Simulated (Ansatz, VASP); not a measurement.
Two plane-wave programs on Mn

File INCAR:

```
SYSTEM = Mn
PREC = Accurate
ENCUT = 520
EDIFF = 1E-6
ISMEAR = -1
SIGMA = 0.1
LREAL = .False.
LASPH = .True.
NELM = 100
ALGO = Normal
ISIF = 2
LWAVE = .False.
LCHARG = .False.
GGA = B5
ALDAX = 1.0
AGGAX = 1.0
AGGAC = 1.0
ALDAC = 0.0
NBANDS = 26
```

KPOINTS

```
regular mesh
0
Gamma
  10 10 14
  0 0 0
```

The input POSCAR:

```
Mn
1.0
    4.0497870985      0.0000000000      0.0000000000
   -2.0248935492      3.5072185073      0.0000000000
    0.0000000000      0.0000000000      2.5535755583
Mn
3
Direct
    1.0000000000      0.0000000000      0.0000000000
    0.3333333333      0.6666666667      0.5000000000
    0.6666666667      0.3333333333      0.5000000000
```

Input for Ansatz:

```yaml
crystal:
  lattice:
    - [4.0497870985, 0.0, 0.0]
    - [-2.0248935492, 3.5072185073, 0.0]
    - [0.0, 0.0, 2.5535755583]
  atoms:
    - { symbol: Mn, position: [1.0, 0.0, 0.0] }
    - { symbol: Mn, position: [0.3333333333, 0.6666666667, 0.5] }
    - { symbol: Mn, position: [0.6666666667, 0.3333333333, 0.5] }
hamiltonian:
  xc: blyp
  pseudopotentials:
    kind: paw
    azcp:
      Mn: "pseudopotentials/Mn.paw.azcp"
basis:
  ecutwfc: 420
  fft_grid_basis: typed
kpoints:
  mp_grid: { grid: [10, 10, 14], shift: [0, 0, 0] }
magnetization:
  spin_polarized: false
scf:
  occupations: { method: fermi_dirac, width: 0.1 }
  lower_state_search: "off"
output:
  stress: true
  write_density: true
  write_potential: true
  elf: true
  volumetric_format: npy
```

Alike in both runs: task single point; functional BLYP; k mesh 10 × 10 × 14; occupations fermi-dirac, width 0.1 eV; no spin polarisation.

```csv
,VASP,Ansatz
version,VASP 6.6.1,Ansatz 0.2.0
potentials or method,"VASP PAW PBE potentials, release 64 (Mn_pv), cutoff 520 eV","plane waves (420 eV) with PAW, scalar-relativistic"
valence electrons in the cell,39,45
```

Ansatz gave:

| Property | Result |
| --- | --- |
| pressure (GPa) | -15.9 |
| traceless stress, the component that is largest in VASP (GPa) | 0.85 |

Question: What did VASP give for the same quantities?

Answer: Pressure (GPa): -15.6; traceless stress, the component that is largest in VASP (GPa): 0.81.

VASP's potentials were made for PBE, not for BLYP. With one functional, cell and mesh, what is left measures potentials, basis and numerics. VASP's potentials hold 39 valence electrons a cell and Ansatz's 45, so a difference there can come from the potentials and not from the codes.
